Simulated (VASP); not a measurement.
# Rh (C2/c) in VASP: a series of runs, part 2 of 2

VASP 6.6.1. The steps go on from the part before.

## (3) Single point, BLYP (volume scaled by 1.12)

Contents of INCAR:

```
SYSTEM = Rh
PREC = Accurate ; ENCUT = 520
EDIFF = 1E-6 ; ISMEAR = -1
SIGMA = 0.1 ; LREAL = .FALSE.
LASPH = .TRUE. ; NELM = 100
ALGO = Normal ; ISIF = 2
LWAVE = .FALSE. ; LCHARG = .FALSE.
GGA = B5 ; ALDAX = 1.0
AGGAX = 1.0 ; AGGAC = 1.0
ALDAC = 0.0 ; NBANDS = 22
```

Contents of KPOINTS:

```
Automatic mesh
0
G
  14 14 13
  0 0 0
```

Contents of POSCAR:

```
Rh
1.0
   -2.8167076200      3.2439011105      1.3926657145
    3.2439011105     -2.8167076200      1.3926657145
    1.9847239906      1.9847239906     -0.6102600544
Rh
2
Direct
    0.0101195011      0.9898804989      0.0000000000
    0.7398804989      0.2601195011      0.5000000000
```

Potentials or basis: VASP PAW PBE potentials, release 64 (Rh_pv).

On the command line:

```console
cat potpaw_PBE.64/Rh_pv/POTCAR > POTCAR
mpirun -np 1 vasp_std > vasp.out
```

OUTCAR:

```text
SYSTEM = Rh
   PREC = Accurate
   ENCUT = 520
   EDIFF = 1E-6
   ISMEAR = -1
   LREAL = .FALSE.
   LASPH = .TRUE.
   NELM = 100
   ISIF = 2
   GGA = B5

 ion  position               nearest neighbor table
   1  0.010  0.990  0.000-   2 2.73   2 2.73   2 2.82   2 2.82   2 2.82   2 2.82
   2  0.740  0.260  0.500-   1 2.73   1 2.73   1 2.82   1 2.82   1 2.82   1 2.82

  LATTYP: Found a base centered monoclinic cell.
 ALAT       =     2.8500981959
 B/A-ratio  =     3.0072630744
 C/A-ratio  =     1.0078245713
 COS(beta)  =    -0.0004952192

  Lattice vectors:

 A1 = (  -2.8167076200,   3.2439011105,   1.3926657145)
 A2 = (   3.2439011105,  -2.8167076200,   1.3926657145)
 A3 = (   1.9847239906,   1.9847239906,  -0.6102600544)

Analysis of symmetry for initial positions (statically):
=====================================================================
 Subroutine PRICEL returns:
 Original cell was already a primitive cell.

 Routine SETGRP: Setting up the symmetry group for a
 base centered monoclinic supercell.

 Subroutine GETGRP returns: Found  4 space group operations
 (whereof  2 operations were pure point group operations)
 out of a pool of  4 trial point group operations.

The static configuration has the point symmetry C_2 .
 The point group associated with its full space group is C_2h.

Analysis of symmetry for dynamics (positions and initial velocities):
=====================================================================
 Subroutine PRICEL returns:
 Original cell was already a primitive cell.

 Routine SETGRP: Setting up the symmetry group for a
 base centered monoclinic supercell.

 Subroutine GETGRP returns: Found  4 space group operations
 (whereof  2 operations were pure point group operations)
 out of a pool of  4 trial point group operations.

The dynamic configuration has the point symmetry C_2 .
 The point group associated with its full space group is C_2h.

 Subroutine INISYM returns: Found  4 space group operations
 (whereof  2 operations are pure point group operations),
 and found     1 'primitive' translations

----------------------------------------------------------------------------------------

                                     Primitive cell

  volume of cell :      35.0837

  direct lattice vectors                    reciprocal lattice vectors
    -2.816707620  3.243901110  1.392665715    -0.029789673  0.135210254  0.342855074
     3.243901110 -2.816707620  1.392665715     0.135210254 -0.029789673  0.342855074
     1.984723991  1.984723991 -0.610260054     0.240578795  0.240578795 -0.073796385

  length of vectors
     4.516221211  4.516221211  2.872398992     0.369755107  0.369755107  0.348141092

  position of ions in fractional coordinates (direct lattice)
     0.010119501  0.989880499  0.000000000
     0.739880499  0.260119501  0.500000000

  ion indices of the primitive-cell ions
   primitive index   ion index
                 1           1
                 2           2

----------------------------------------------------------------------------------------

 KPOINTS: Automatic mesh

Automatic generation of k-mesh.
 Grid dimensions read from file:
 generate k-points for:   14   14   13

 Generating k-lattice:

  Cartesian coordinates                     Fractional coordinates (reciprocal lattice)
    -0.002127834  0.009657875  0.024489648     0.071428571  0.000000000  0.000000000
     0.009657875 -0.002127834  0.024489648     0.000000000  0.071428571  0.000000000
     0.018506061  0.018506061 -0.005676645     0.000000000  0.000000000  0.076923077

  Length of vectors
     0.026411079  0.026411079  0.026780084

  Shift w.r.t. Gamma in fractional coordinates (k-lattice)
     0.000000000  0.000000000  0.000000000

 Subroutine IBZKPT returns following result:
 ===========================================

 Found    687 irreducible k-points:

 Following reciprocal coordinates:
            Coordinates               Weight
  0.000000  0.000000  0.000000      1.000000
  0.071429  0.000000  0.000000      4.000000
  0.142857  0.000000  0.000000      4.000000
  0.214286  0.000000  0.000000      4.000000
  0.285714  0.000000  0.000000      4.000000
  0.357143  0.000000  0.000000      4.000000
[... 16 lines left out ...]
  0.214286  0.142857  0.000000      4.000000
  0.285714  0.142857 -0.000000      4.000000
 [... further k-points ...]
   k-points           NKPTS =    687   k-points in BZ     NKDIM =    687   number of bands    NBANDS=     22
   number of dos      NEDOS =    301   number of ions     NIONS =      2
   total plane-waves  NPLWV =  31104
   dimension x,y,z NGX =    36 NGY =   36 NGZ =   24
   dimension x,y,z NGXF=    72 NGYF=   72 NGZF=   48
   ions per type =               2
   NGX,Y,Z   is equivalent  to a cutoff of  13.25, 13.25, 13.89 a.u.
   NGXF,Y,Z  is equivalent  to a cutoff of  26.50, 26.50, 27.78 a.u.
 SYSTEM =  Rh
   PREC   = accura    normal or accurate (medium, high low for compatibility)
   ISTART =      0    job   : 0-new  1-cont  2-samecut
   ICHARG =      2    charge: 1-file 2-atom 10-const
   ISPIN  =      1    spin polarized calculation?
   LNONCOLLINEAR =      F non collinear calculations
   LSORBIT =      F    spin-orbit coupling
   LASPH  =      T    aspherical Exc in radial PAW
   ENCUT  =  520.0 eV  38.22 Ry    6.18 a.u.   8.40  8.40  5.34*2*pi/ulx,y,z
   NELM   =    100;   NELMIN=  2; NELMDL= -5     # of ELM steps
   EDIFF  = 0.1E-05   stopping-criterion for ELM
   LREAL  =      F    real-space projection
   EDIFFG = 0.1E-04   stopping-criterion for IOM
   NSW    =      0    number of steps for IOM
   IBRION =     -1    ionic relax: 0-MD 1-quasi-New 2-CG
   NFREE  =      0    steps in history (QN), initial steepest desc. (CG)
   ISIF   =      2    stress and relaxation
   ISYM   =      2    0-nonsym 1-usesym 2-fastsym
   POTIM  = 0.5000    time-step for ionic-motion
   TEBEG  =    0.0;   TEEND  =   0.0 temperature during run
   PSTRESS=    0.0 pullay stress
   NELECT =      30.0000    total number of electrons
   NUPDOWN=      -1.0000    fix difference up-down
   EMIN   =  10.00;   EMAX   =-10.00  energy-range for DOS
   EFERMI =   0.00;   METHOD = LEGACY
   ISMEAR =    -1;   SIGMA  =   0.10  broadening in eV -4-tet -1-fermi 0-gaus
   EFERMI_NEDOS =   21; number of points for ismear=-14 and -15
   IALGO  =     38    algorithm
   IMIX   =      4    mixing-type and parameters
     AMIX     =   0.40;   BMIX     =  1.00
     AMIX_MAG =   1.60;   BMIX_MAG =  1.00
  volume/ion in A,a.u.               =      17.54       118.38
  Fermi-wavevector in a.u.,A,eV,Ry     =   1.553865  2.936379 32.851224  2.414497
  Thomas-Fermi vector in A             =   2.658034
   LORBIT       =      0    0 simple, 1 ext, 2 COOP (PROOUT), +10 PAW based schemes
   GGA     = B5    functional components
   LHFCALC =     F    Hartree Fock is set to
   AEXX    =    0.0000 exact exchange contribution
   IVDW    =     0    specifies the selected vdW correction
   LEPSILON=     F    determine dielectric tensor
   LRPA    =     F    only Hartree local field effects (RPA)
 non-spin polarized calculation
  energy-cutoff  :      520.00
  volume of cell :       35.08
 maximum number of plane-waves:       965
 NGX is ok and might be reduce to    36
   NGX = 17   NGY = 17   NGZ = 11

 number of electron      30.0000002 magnetization

 Free energy of the ion-electron system (eV)
  ---------------------------------------------------
  ext. energy  EPLUGINS =         0.00000000
  ---------------------------------------------------
  free energy    TOTEN  =       -11.89140657 eV

  energy without entropy =      -11.76680445  energy(sigma->0) =      -11.82910551

 E-fermi :   8.5013     XC(G=0): -11.8327

 val. band max:        8.5004829626   @ k =   0.3571   0.1429   0.0000
 cond. band min:       8.5016563712   @ k =  -0.2143  -0.3571   0.3077
 fundamental gap:      0.0011734087
 Fermi energy:         8.5013061656

 k-point     1 :       0.0000    0.0000    0.0000
  band No.  band energies     occupation
      1     -37.7800      2.00000
      2     -37.4409      2.00000
      3     -37.3537      2.00000
      4     -37.3453      2.00000
      5     -37.2971      2.00000
      6     -37.2842      2.00000
[... 14 lines left out ...]
     21      24.9410      0.00000
     22      25.6979      0.00000
[... 552 lines left out ...]
  band No.  band energies     occupation
      1     -37.7188      2.00000
      2     -37.5699      2.00000
      3     -37.4891      2.00000
      4     -37.3895      2.00000
      5     -37.3626      2.00000
      6     -37.3031      2.00000
[... 14 lines left out ...]
     21      20.0147      0.00000
     22      25.1827      0.00000

 [... further k-points ...]

------------------------ aborting loop because EDIFF is reached ----------------------------------------

  FORCE on cell =-STRESS in cart. coord.  units (eV):
  Direction    XX          YY          ZZ          XY          YZ          ZX
  --------------------------------------------------------------------------------------
  -------------------------------------------------------------------------------------
  Total       -3.6705867     -3.6705867     -3.1066300      0.0429008      0.0865543      0.0865543
  in kB     -167.6255768   -167.6255768   -141.8712283      1.9591618      3.9526959      3.9526943
  external PRESSURE =    -159.0407940 kB  Pullay stress =       0.0000000 kB

 VOLUME and BASIS-vectors are now :
 -----------------------------------------------------------------------------
  energy-cutoff  :      520.00
  volume of cell :       35.08
      direct lattice vectors                 reciprocal lattice vectors
    -2.816707620  3.243901110  1.392665715    -0.029789673  0.135210254  0.342855074
     3.243901110 -2.816707620  1.392665715     0.135210254 -0.029789673  0.342855074
     1.984723991  1.984723991 -0.610260054     0.240578795  0.240578795 -0.073796385

 POSITION                                       TOTAL-FORCE (eV/Angst)
 -----------------------------------------------------------------------------------
      3.18257     -2.75538      1.39267        -0.084507      0.084507     -0.000000
     -0.24786      2.65978      1.08754         0.084507     -0.084507      0.000000
 -----------------------------------------------------------------------------------
    total drift:                               -0.000000     -0.000000      0.000000

  FREE ENERGIE OF THE ION-ELECTRON SYSTEM (eV)
  ---------------------------------------------------
  free  energy   TOTEN  =       -11.8914065678 eV

  energy  without entropy=      -11.7668044463  energy(sigma->0) =      -11.82910551
```

OSZICAR:

```text
N       E                     dE             d eps       ncg     rms          rms(c)
DAV:   1     0.323462907223E+03    0.32346E+03   -0.18409E+04 30236   0.150E+03
DAV:   2    -0.589949109885E+01   -0.32936E+03   -0.31815E+03 31518   0.456E+02
DAV:   3    -0.126111508285E+02   -0.67117E+01   -0.66624E+01 35322   0.738E+01
DAV:   4    -0.126639395104E+02   -0.52789E-01   -0.52782E-01 33696   0.661E+00
DAV:   5    -0.126649562554E+02   -0.10167E-02   -0.10167E-02 35580   0.947E-01    0.842E+00
DAV:   6    -0.119013575673E+02    0.76360E+00   -0.23553E+00 33288   0.151E+01    0.245E+00
DAV:   7    -0.118940203482E+02    0.73372E-02   -0.20623E-02 33108   0.144E+00    0.141E+00
DAV:   8    -0.118913473453E+02    0.26730E-02   -0.37691E-03 33798   0.649E-01    0.768E-02
DAV:   9    -0.118914005228E+02   -0.53177E-04   -0.14425E-04 34116   0.118E-01    0.206E-02
DAV:  10    -0.118914070473E+02   -0.65246E-05   -0.13429E-05 34254   0.326E-02    0.665E-03
DAV:  11    -0.118914065678E+02    0.47953E-06   -0.13136E-06 24360   0.112E-02
   1 F= -.11891407E+02 E0= -.11829106E+02  d E =-.124602E+00
```

Run time: 16 min. Hardware: 1 thread of Oxide Virtual Turin-like, shared host; peak memory 0.47 GiB.

Results:

```
Free energy            : -11.8914 eV
Pressure               : -15.9 GPa
Largest force          : 0.120 eV/Å
Band gap on the k mesh : zero (band 15 reaches 9.26 eV, above the bottom of band 16 at 7.84 eV)
```

Forces on the atoms (eV/Å):
```
Rh  -0.085  0.085  0.000
Rh   0.085 -0.085  0.000
```

Levels at points of the mesh, in eV from the Fermi level:
```tsv
k point	band 11	band 12	band 13	band 14	band 15	band 16	band 17	band 18	band 19	band 20
(0.00, 0.00, 0.00)	-2.53	-1.26	-1.23	-0.62	-0.31	0.09	0.89	2.87	8.66	12.57
(0.50, 0.00, 0.00)	-1.97	-1.77	-1.06	-1.02	-0.55	0.42	1.96	3.76	4.49	9.75
(0.50, 0.50, 0.00)	-2.14	-2.03	-1.15	-1.01	-0.81	-0.56	0.37	0.57	12.79	15.20
```

Caveat: the PAW data sets were made with another functional, which shifts forces and pressure a little.
